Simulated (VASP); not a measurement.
# AlN (P6_3mc) in VASP: notebook, part 3 of 3

VASP 6.6.1.

### Step 5. Relaxation of cell and atoms, PBE, target pressure 10 GPa, at which the enthalpy is minimised

This run uses another cell than the first one, of 10.45 Å³/atom.

INCAR

```
ALGO = Normal
EDIFF = 1E-6
EDIFFG = -0.01
ENCUT = 600
GGA = PE
IBRION = 2
ISIF = 3
ISMEAR = -1
LASPH = True
LCHARG = False
LREAL = False
LWAVE = False
NELM = 100
NSW = 80
PREC = Accurate
PSTRESS = 100.0
SIGMA = 0.05
```

KPOINTS

```
k-points
0
Gamma
  10 10 6
```

POSCAR

```
AlN
1.0
    3.1130000000      0.0000000000      0.0000000000
   -1.5565000000      2.6959370820      0.0000000000
    0.0000000000      0.0000000000      4.9810000000
Al N
2 2
Direct
    0.6666666667      0.3333333333      0.5000000000
    0.3333333333      0.6666666667      0.0000000000
    0.6666666667      0.3333333333      0.8800000000
    0.3333333333      0.6666666667      0.3800000000
```

Potentials or basis: VASP PAW PBE potentials, release 64 (Al, N).

Launch:

```sh
$ cat potpaw_PBE.64/Al/POTCAR potpaw_PBE.64/N/POTCAR > POTCAR
$ mpirun -np 1 vasp_std > vasp.out
```

OUTCAR:

```text
EDIFF = 1E-6
   EDIFFG = -0.01
   ENCUT = 600
   GGA = PE
   IBRION = 2
   ISIF = 3
   ISMEAR = -1
   LASPH = True
   LREAL = False
   NELM = 100
   NSW = 80
   PREC = Accurate
   PSTRESS = 100.0

 ion  position               nearest neighbor table
   1  0.667  0.333  0.500-   3 1.89   4 1.89   4 1.89   4 1.89   2 3.07   2 3.07   2 3.07   2 3.07
                             2 3.07   2 3.07
   2  0.333  0.667  0.000-   4 1.89   3 1.89   3 1.89   3 1.89   1 3.07   1 3.07   1 3.07   1 3.07
                             1 3.07   1 3.07
   3  0.667  0.333  0.880-   1 1.89   2 1.89   2 1.89   2 1.89
   4  0.333  0.667  0.380-   2 1.89   1 1.89   1 1.89   1 1.89

  LATTYP: Found a hexagonal cell.
 ALAT       =     3.1130000000
 C/A-ratio  =     1.6000642467

  Lattice vectors:

 A1 = (   3.1130000000,   0.0000000000,   0.0000000000)
 A2 = (  -1.5565000000,   2.6959370820,   0.0000000000)
 A3 = (   0.0000000000,   0.0000000000,   4.9810000000)

Analysis of symmetry for initial positions (statically):
=====================================================================
 Subroutine PRICEL returns:
 Original cell was already a primitive cell.

 Routine SETGRP: Setting up the symmetry group for a
 hexagonal supercell.

 Subroutine GETGRP returns: Found 12 space group operations
 (whereof  6 operations were pure point group operations)
[... 369 lines left out ...]
--------------------------------------- Ionic step        6  -------------------------------------------

 number of electron      16.0000000 magnetization

 Free energy of the ion-electron system (eV)
  ---------------------------------------------------
  ext. energy  EPLUGINS =         0.00000000
  ---------------------------------------------------
  free energy    TOTEN  =       -29.72292105 eV

  energy without entropy =      -29.72292105  energy(sigma->0) =      -29.72292105

 E-fermi :   7.4047     XC(G=0): -11.0429

 val. band max:        6.4680430149   @ k =   0.0000   0.0000   0.0000
 cond. band min:      10.9272270047   @ k =   0.0000   0.0000   0.0000
 fundamental gap:      4.4591839898
 Fermi energy:         7.4046802887

 k-point     1 :       0.0000    0.0000    0.0000
  band No.  band energies     occupation
      1      -8.9251      2.00000
      2      -6.6758      2.00000
      3       0.3258      2.00000
      4       5.5558      2.00000
      5       5.5558      2.00000
      6       6.2184      2.00000
      7       6.2184      2.00000
      8       6.4680      2.00000
      9      10.9272      0.00000
     10      13.3587      0.00000
     11      17.3288      0.00000
     12      17.8002      0.00000
[... 331 lines left out ...]
 k-point    24 :       0.4000    0.1000    0.1667
  band No.  band energies     occupation
      1      -6.8582      2.00000
      2      -6.1624      2.00000
      3       0.9226      2.00000
      4       1.9721      2.00000
      5       3.3181      2.00000
      6       4.1065      2.00000
      7       5.0078      2.00000
      8       5.3462      2.00000
      9      12.0834      0.00000
     10      13.0110      0.00000
     11      15.5379      0.00000
     12      16.4398      0.00000

 [... further k-points ...]

------------------------ aborting loop because EDIFF is reached ----------------------------------------

  FORCE on cell =-STRESS in cart. coord.  units (eV):
  Direction    XX          YY          ZZ          XY          YZ          ZX
  --------------------------------------------------------------------------------------
  -------------------------------------------------------------------------------------
  Total        2.5661289      2.5661289      2.5371038      0.0000000      0.0000000      0.0000000
  in kB      101.4513536    101.4513536    100.3038551      0.0000000      0.0000000      0.0000000
  external PRESSURE =       1.0688541 kB  Pullay stress =     100.0000000 kB
[... 23 lines left out ...]
  energy  without entropy=      -29.7229210515  energy(sigma->0) =      -29.72292105

  enthalpy is  TOTEN    =       -27.1935029987 eV   P V=        2.5294180529

 reached required accuracy - stopping structural energy minimisation
```

OSZICAR:

```text
N       E                     dE             d eps       ncg     rms          rms(c)
DAV:   1     0.595488914812E+02    0.59549E+02   -0.82330E+03  1344   0.133E+03
DAV:   2    -0.298587167402E+02   -0.89408E+02   -0.82216E+02  1992   0.250E+02
[... 39 lines left out ...]
DAV:   4    -0.297230482705E+02   -0.12013E-06   -0.25660E-06  1356   0.155E-02
   5 F= -.27193388E+02 E0= -.27193388E+02  d E =-.298780E-03
       N       E                     dE             d eps       ncg     rms          rms(c)
DAV:   1    -0.297230135263E+02    0.34624E-04   -0.29402E-02  1344   0.163E+00    0.589E-02
DAV:   2    -0.297229608772E+02    0.52649E-04   -0.27305E-04  1684   0.161E-01    0.339E-02
DAV:   3    -0.297229209044E+02    0.39973E-04   -0.52483E-05  1644   0.635E-02    0.312E-03
DAV:   4    -0.297229210516E+02   -0.14715E-06   -0.33088E-06  1444   0.175E-02
   6 F= -.27193503E+02 E0= -.27193503E+02  d E =-.414044E-03
```

Wall time 2.9 min (1 thread of Intel Xeon 8259CL, shared host); peak memory 0.19 GiB.

Results:

```yaml
Free_energy: -29.7229 eV
Relaxed_volume: 10.13 Å³/atom
Relaxed_cell: a = 3.082 Å, b = 3.082 Å, c = 4.926 Å, α = 90.00°, β = 90.00°, γ = 120.00°
Space_group_after_relaxing_to_0.1_Å: P6_3mc (No. 186)
Energy_change_on_relaxing_the_run_minimises_the_enthalpy: +12.8 meV/atom
Ionic_steps: 6
Pressure_after_relaxing: 10.1 GPa
Largest_force_after_relaxing: 0.005 eV/Å
Band_gap_on_the_k_mesh: 4.46 eV
```

Forces in eV/Å, atoms in the order of the input:
```
Al   0.000  0.000  0.005
Al   0.000  0.000  0.005
N    0.000  0.000 -0.005
N    0.000  0.000 -0.005
```

Stress tensor (GPa, compression positive):
```
10.15  0.00  0.00
 0.00 10.15  0.00
 0.00  0.00 10.03
```

The path:
| step | energy change (eV) | largest force (eV/Å) | pressure (GPa) | volume (Å³) |
| --- | --- | --- | --- | --- |
| 1 | 0.0000 | 0.1289 | 3.35 | 41.80 |
| 2 | 0.1670 | 0.0915 | 18.25 | 39.23 |
| 3 | 0.0498 | 0.0343 | 9.98 | 40.56 |
| 4 | 0.0514 | 0.0325 | 10.13 | 40.53 |
| 5 | 0.0513 | 0.0146 | 10.12 | 40.53 |
| 6 | 0.0514 | 0.0049 | 10.11 | 40.53 |

Final structure:
```
CELL_PARAMETERS angstrom
3.08214 0.00000 0.00000
-1.54107 2.66921 0.00000
0.00000 0.00000 4.92602
ATOMIC_POSITIONS crystal
Al 0.66667 0.33333 0.49875
Al 0.33333 0.66667 0.99875
N 0.66667 0.33333 0.88125
N 0.33333 0.66667 0.38125
```

Caveat: the cell is relaxed towards a set pressure, so the run minimises the enthalpy, not the energy. A k mesh can miss the band edges.

### Step 6. Relaxation of cell and atoms, PBE, target pressure 20 GPa, at which the enthalpy is minimised

This run uses another cell than the first one, of 10.45 Å³/atom.

INCAR

```
SYSTEM = AlN
ALGO = Normal
EDIFF = 1E-6
EDIFFG = -0.01
ENCUT = 600
GGA = PE
IBRION = 2
ISIF = 3
ISMEAR = -1
LASPH = .TRUE.
LCHARG = .FALSE.
LREAL = .FALSE.
LWAVE = .FALSE.
NELM = 80
NSW = 80
PREC = Accurate
PSTRESS = 200.0
SIGMA = 0.05
```

KPOINTS

```
k-points
0
G
  10 10 6
  0 0 0
```

POSCAR is that of step 5.

Potentials or basis: VASP PAW PBE potentials, release 64 (Al, N).

Launch:

```sh
$ cat potpaw_PBE.64/Al/POTCAR potpaw_PBE.64/N/POTCAR > POTCAR
$ mpirun -np 1 vasp_std > vasp.out
```

OUTCAR:

```text
SYSTEM = AlN
   EDIFF = 1E-6
   EDIFFG = -0.01
   ENCUT = 600
   GGA = PE
   IBRION = 2
   ISIF = 3
   ISMEAR = -1
   LASPH = .TRUE.
   LREAL = .FALSE.
   NELM = 80
   NSW = 80
   PREC = Accurate
   PSTRESS = 200.0

 ion  position               nearest neighbor table
   1  0.667  0.333  0.500-   3 1.89   4 1.89   4 1.89   4 1.89   2 3.07   2 3.07   2 3.07   2 3.07
                             2 3.07   2 3.07
   2  0.333  0.667  0.000-   4 1.89   3 1.89   3 1.89   3 1.89   1 3.07   1 3.07   1 3.07   1 3.07
                             1 3.07   1 3.07
   3  0.667  0.333  0.880-   1 1.89   2 1.89   2 1.89   2 1.89
   4  0.333  0.667  0.380-   2 1.89   1 1.89   1 1.89   1 1.89

  LATTYP: Found a hexagonal cell.
 ALAT       =     3.1130000000
 C/A-ratio  =     1.6000642467

  Lattice vectors:

 A1 = (   3.1130000000,   0.0000000000,   0.0000000000)
 A2 = (  -1.5565000000,   2.6959370820,   0.0000000000)
 A3 = (   0.0000000000,   0.0000000000,   4.9810000000)

Analysis of symmetry for initial positions (statically):
=====================================================================
 Subroutine PRICEL returns:
 Original cell was already a primitive cell.

 Routine SETGRP: Setting up the symmetry group for a
 hexagonal supercell.

 Subroutine GETGRP returns: Found 12 space group operations
 (whereof  6 operations were pure point group operations)
 out of a pool of 24 trial point group operations.

The static configuration has the point symmetry C_3v.
 The point group associated with its full space group is C_6v.

Analysis of symmetry for dynamics (positions and initial velocities):
=====================================================================
 Subroutine PRICEL returns:
 Original cell was already a primitive cell.

 Routine SETGRP: Setting up the symmetry group for a
 hexagonal supercell.

 Subroutine GETGRP returns: Found 12 space group operations
 (whereof  6 operations were pure point group operations)
 out of a pool of 24 trial point group operations.

The dynamic configuration has the point symmetry C_3v.
 The point group associated with its full space group is C_6v.

 Subroutine INISYM returns: Found 12 space group operations
 (whereof  6 operations are pure point group operations),
 and found     1 'primitive' translations

----------------------------------------------------------------------------------------

                                     Primitive cell

  volume of cell :      41.8028

  direct lattice vectors                    reciprocal lattice vectors
     3.113000000  0.000000000  0.000000000     0.321233537  0.185464269  0.000000000
    -1.556500000  2.695937082  0.000000000     0.000000000  0.370928538  0.000000000
     0.000000000  0.000000000  4.981000000     0.000000000  0.000000000  0.200762899

  length of vectors
     3.113000000  3.113000000  4.981000000     0.370928538  0.370928538  0.200762899

  position of ions in fractional coordinates (direct lattice)
     0.666666667  0.333333333  0.500000000
     0.333333333  0.666666667  0.000000000
     0.666666667  0.333333333  0.880000000
     0.333333333  0.666666667  0.380000000

[... 65 lines left out ...]
   ions per type =               2   2
   NGX,Y,Z   is equivalent  to a cutoff of  14.95, 14.95, 13.35 a.u.
   NGXF,Y,Z  is equivalent  to a cutoff of  29.91, 29.91, 26.70 a.u.
 SYSTEM =  AlN
   PREC   = accura    normal or accurate (medium, high low for compatibility)
   ISTART =      0    job   : 0-new  1-cont  2-samecut
   ICHARG =      2    charge: 1-file 2-atom 10-const
   ISPIN  =      1    spin polarized calculation?
   LNONCOLLINEAR =      F non collinear calculations
   LSORBIT =      F    spin-orbit coupling
   LASPH  =      T    aspherical Exc in radial PAW
   ENCUT  =  600.0 eV  44.10 Ry    6.64 a.u.   6.22  6.22  9.95*2*pi/ulx,y,z
   NELM   =     80;   NELMIN=  2; NELMDL= -5     # of ELM steps
   EDIFF  = 0.1E-05   stopping-criterion for ELM
   LREAL  =      F    real-space projection
   EDIFFG = -.1E-01   stopping-criterion for IOM
   NSW    =     80    number of steps for IOM
   IBRION =      2    ionic relax: 0-MD 1-quasi-New 2-CG
   NFREE  =      1    steps in history (QN), initial steepest desc. (CG)
   ISIF   =      3    stress and relaxation
   ISYM   =      2    0-nonsym 1-usesym 2-fastsym
   POTIM  = 0.5000    time-step for ionic-motion
   TEBEG  =    0.0;   TEEND  =   0.0 temperature during run
   PSTRESS=  200.0 pullay stress
   NELECT =      16.0000    total number of electrons
   NUPDOWN=      -1.0000    fix difference up-down
   EMIN   =  10.00;   EMAX   =-10.00  energy-range for DOS
   EFERMI =   0.00;   METHOD = LEGACY
   ISMEAR =    -1;   SIGMA  =   0.05  broadening in eV -4-tet -1-fermi 0-gaus
   EFERMI_NEDOS =   21; number of points for ismear=-14 and -15
   IALGO  =     38    algorithm
   IMIX   =      4    mixing-type and parameters
     AMIX     =   0.40;   BMIX     =  1.00
     AMIX_MAG =   1.60;   BMIX_MAG =  1.00
  volume/ion in A,a.u.               =      10.45        70.52
  Fermi-wavevector in a.u.,A,eV,Ry     =   1.188629  2.246183 19.222843  1.412839
  Thomas-Fermi vector in A             =   2.324754
   LORBIT       =      0    0 simple, 1 ext, 2 COOP (PROOUT), +10 PAW based schemes
   GGA     = PE    functional components
   LHFCALC =     F    Hartree Fock is set to
   AEXX    =    0.0000 exact exchange contribution
   IVDW    =     0    specifies the selected vdW correction
   LEPSILON=     F    determine dielectric tensor
   LRPA    =     F    only Hartree local field effects (RPA)
 conjugate gradient relaxation of ions
 non-spin polarized calculation
  energy-cutoff  :      600.00
  volume of cell :       41.80
 maximum number of plane-waves:      1412
 NGX is ok and might be reduce to    28
   NGX = 13   NGY = 13   NGZ = 19

--------------------------------------- Ionic step        1  -------------------------------------------

 number of electron      16.0000000 magnetization

 Free energy of the ion-electron system (eV)
  ---------------------------------------------------
  ext. energy  EPLUGINS =         0.00000000
  ---------------------------------------------------
  free energy    TOTEN  =       -29.77431307 eV

  energy without entropy =      -29.77431307  energy(sigma->0) =      -29.77431307

------------------------ aborting loop because EDIFF is reached ----------------------------------------

  FORCE on cell =-STRESS in cart. coord.  units (eV):
  Direction    XX          YY          ZZ          XY          YZ          ZX
  --------------------------------------------------------------------------------------
  -------------------------------------------------------------------------------------
  Total        0.7297032      0.7297032      1.1617196      0.0000000      0.0000000      0.0000000
  in kB       27.9673579     27.9673579     44.5252630      0.0000000      0.0000000      0.0000000
  external PRESSURE =    -166.5133404 kB  Pullay stress =     200.0000000 kB
[... 307 lines left out ...]
--------------------------------------- Ionic step        9  -------------------------------------------

 number of electron      16.0000002 magnetization

 Free energy of the ion-electron system (eV)
  ---------------------------------------------------
  ext. energy  EPLUGINS =         0.00000000
  ---------------------------------------------------
  free energy    TOTEN  =       -29.57694234 eV

  energy without entropy =      -29.57694234  energy(sigma->0) =      -29.57694234

 E-fermi :   7.8356     XC(G=0): -11.2180

 val. band max:        6.8937402924   @ k =   0.0000   0.0000   0.0000
 cond. band min:      11.6874918685   @ k =   0.0000   0.0000   0.0000
 fundamental gap:      4.7937515760
 Fermi energy:         7.8355830617

 k-point     1 :       0.0000    0.0000    0.0000
  band No.  band energies     occupation
      1      -8.7763      2.00000
      2      -6.3817      2.00000
      3       0.5519      2.00000
      4       5.9126      2.00000
      5       5.9126      2.00000
      6       6.5943      2.00000
      7       6.5943      2.00000
      8       6.8937      2.00000
      9      11.6875      0.00000
     10      14.0793      0.00000
     11      18.0867      0.00000
     12      18.4505      0.00000
[... 331 lines left out ...]
 k-point    24 :       0.4000    0.1000    0.1667
  band No.  band energies     occupation
      1      -6.5992      2.00000
      2      -5.8565      2.00000
      3       1.1645      2.00000
      4       2.2689      2.00000
      5       3.6287      2.00000
      6       4.4378      2.00000
      7       5.3707      2.00000
      8       5.7249      2.00000
      9      12.5971      0.00000
     10      13.5481      0.00000
     11      16.2496      0.00000
     12      17.1247      0.00000

 [... further k-points ...]

------------------------ aborting loop because EDIFF is reached ----------------------------------------

  FORCE on cell =-STRESS in cart. coord.  units (eV):
  Direction    XX          YY          ZZ          XY          YZ          ZX
  --------------------------------------------------------------------------------------
  -------------------------------------------------------------------------------------
  Total        4.8644356      4.8644356      4.8543975      0.0000000      0.0000000      0.0000000
  in kB      200.0710400    200.0710400    199.6581807      0.0000000      0.0000000      0.0000000
  external PRESSURE =      -0.0665797 kB  Pullay stress =     200.0000000 kB
[... 23 lines left out ...]
  energy  without entropy=      -29.5769423426  energy(sigma->0) =      -29.57694234

  enthalpy is  TOTEN    =       -24.7142340170 eV   P V=        4.8627083256

 reached required accuracy - stopping structural energy minimisation
```

CONTCAR:

```text
AlN
   1.00000000000000
     3.0454134209502368   -0.0000000000000000   -0.0000000000000000
    -1.5227067104751184    2.6374053875934247    0.0000000000000000
     0.0000000000000000    0.0000000000000000    4.8499321280973140
  Al              N
     2     2
Direct
     0.6666666667000030    0.3333333332999970    0.4982662250356497
     0.3333333332999970    0.6666666667000030    0.9982662250356497
     0.6666666667000030    0.3333333332999970    0.8817337749643529
     0.3333333332999970    0.6666666667000030    0.3817337749643529

  0.00000000E+00  0.00000000E+00  0.00000000E+00
  0.00000000E+00  0.00000000E+00  0.00000000E+00
  0.00000000E+00  0.00000000E+00  0.00000000E+00
  0.00000000E+00  0.00000000E+00  0.00000000E+00
```

It took 4.3 min on 1 thread of Intel Xeon 8259CL, shared host; peak memory 0.2 GiB.

Results:

- Free energy: -29.5769 eV
- Relaxed volume: 9.74 Å³/atom
- Relaxed cell: a = 3.045 Å, b = 3.045 Å, c = 4.850 Å, α = 90.00°, β = 90.00°, γ = 120.00°
- Space group after relaxing (to 0.1 Å): P6_3mc (No. 186)
- Energy change on relaxing (the run minimises the enthalpy): +49.3 meV/atom
- Ionic steps: 9
- Pressure after relaxing: 20.0 GPa
- Band gap on the k mesh: 4.79 eV

The path:
```csv
step,energy change (eV),largest force (eV/Å),pressure (GPa),volume (Å³)
1,0.0000,0.1289,3.35,41.80
2,0.9118,0.0922,49.16,35.57
3,0.1895,0.0680,19.62,39.03
4,0.1962,0.0664,19.97,38.98
5,0.2031,0.0646,20.36,38.92
6,0.2031,0.0215,20.37,38.91
7,0.2037,0.0243,20.35,38.90
8,0.1879,0.0436,19.42,39.03
9,0.1974,0.0017,19.99,38.95
```

Final structure:
```
CELL_PARAMETERS angstrom
3.04541 0.00000 0.00000
-1.52271 2.63741 0.00000
0.00000 0.00000 4.84993
ATOMIC_POSITIONS crystal
Al 0.66667 0.33333 0.49827
Al 0.33333 0.66667 0.99827
N 0.66667 0.33333 0.88173
N 0.33333 0.66667 0.38173
```

Caveat: the cell is relaxed towards a set pressure, so the run minimises the enthalpy, not the energy. A hybrid or GW would open this gap; PBE tends to underestimate it.

### Step 7. Summary

```csv
task,cell,cutoff (eV),gap on the mesh (eV),pressure (GPa)
single point,"a = 3.130, b = 3.130, c = 5.018 Å, angles 90.0, 90.0, 120.0°, 4 atoms",520,4.05,-0.2
relaxation of cell and atoms,"relaxed from a = 3.113, b = 3.113, c = 4.981 Å, angles 90.0, 90.0, 120.0°, 4 atoms",600,4.06,0.0
relaxation of cell and atoms,"relaxed to 5 GPa from a = 3.113, b = 3.113, c = 4.981 Å, angles 90.0, 90.0, 120.0°, 4 atoms",600,4.28,5.1
relaxation of cell and atoms,"relaxed to 10 GPa from a = 3.113, b = 3.113, c = 4.981 Å, angles 90.0, 90.0, 120.0°, 4 atoms",600,4.46,10.1
relaxation of cell and atoms,"relaxed to 20 GPa from a = 3.113, b = 3.113, c = 4.981 Å, angles 90.0, 90.0, 120.0°, 4 atoms",600,4.79,20.0
```

Alike in all rows: level PBE; potentials or basis VASP PAW PBE potentials, release 64 (Al, N); no spin polarisation; k mesh 10 × 10 × 6; smearing fermi-dirac 0.05 eV.

Caveats: the cell is relaxed towards a set pressure, so the run minimises the enthalpy, not the energy (at least some runs).

Absolute energies hang on the potentials; compare differences alone.

### Step 8. Comparison with measurements

Step 2. A measured gap of AlN is 6.034 eV (an exciton energy, a little under the gap; 10 K; quoted in “Self-assembly of well-separated AlN nanowires directly on sputtered metallic TiN films”, 2019, arxiv:1910.07391); the calculated 4.05 eV misses it by -1.99 eV. 2 values of this kind are on record (6.034 to 6.0343 eV); this one was drawn at random. The value is that of PBE on a finite k mesh, which can miss the band edges, without temperature or zero-point motion. Semilocal functionals fall short of measured gaps as a rule.
